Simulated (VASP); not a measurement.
Runs of VASP 6.6.1 on NbB2. The structure is that of space group P6/mmm (No. 191), or close to it. The cells are those of the table. 

| cell | gap on the mesh (eV) | pressure (GPa) |
| --- | --- | --- |
| a = 3.149, b = 3.149, c = 3.199 Å, angles 90.0, 90.0, 120.0°, 3 atoms | none | -7.8 |
| a = 2.918, b = 2.918, c = 3.117 Å, angles 90.0, 90.0, 120.0°, 3 atoms | none | (a) |
| a = 2.995, b = 2.995, c = 3.445 Å, angles 90.0, 90.0, 120.0°, 3 atoms | none | 2.6 |
| a = 3.072, b = 3.072, c = 3.363 Å, angles 90.0, 90.0, 120.0°, 3 atoms | none | (c) |
| a = 2.995, b = 2.995, c = 3.363 Å, angles 90.0, 90.0, 120.0°, 3 atoms | none | 9.9 |
| a = 3.072, b = 3.072, c = 3.445 Å, angles 90.0, 90.0, 120.0°, 3 atoms | none | -12.7 |
| a = 2.995, b = 2.995, c = 3.199 Å, angles 90.0, 90.0, 120.0°, 3 atoms | none | 27.9 |
| a = 3.072, b = 3.072, c = 3.199 Å, angles 90.0, 90.0, 120.0°, 3 atoms | none | 8.1 |
| a = 2.995, b = 2.995, c = 3.117 Å, angles 90.0, 90.0, 120.0°, 3 atoms | none | 39.0 |
| a = 2.918, b = 2.918, c = 3.445 Å, angles 90.0, 90.0, 120.0°, 3 atoms | none | (b) |
| a = 3.072, b = 3.072, c = 3.117 Å, angles 90.0, 90.0, 120.0°, 3 atoms | none | 17.4 |
| a = 3.149, b = 3.149, c = 3.117 Å, angles 90.0, 90.0, 120.0°, 3 atoms | none | 0.0 |

Alike in all rows: task single point; level LDA; potentials or basis VASP PAW LDA potentials, release 64 (Nb_sv, B); no spin polarisation; k mesh 18 × 18 × 14; cutoff (eV) 520; smearing gaussian 0.15 eV.

**Question.** Fill in the values left out.

**Answer.** (a) 65.7; (b) 21.8; (c) -6.8.

A k mesh can miss the band edges, and the runs leave out spin-orbit coupling on Nb.

A gap of «none» marks levels without a gap at the run's occupations.
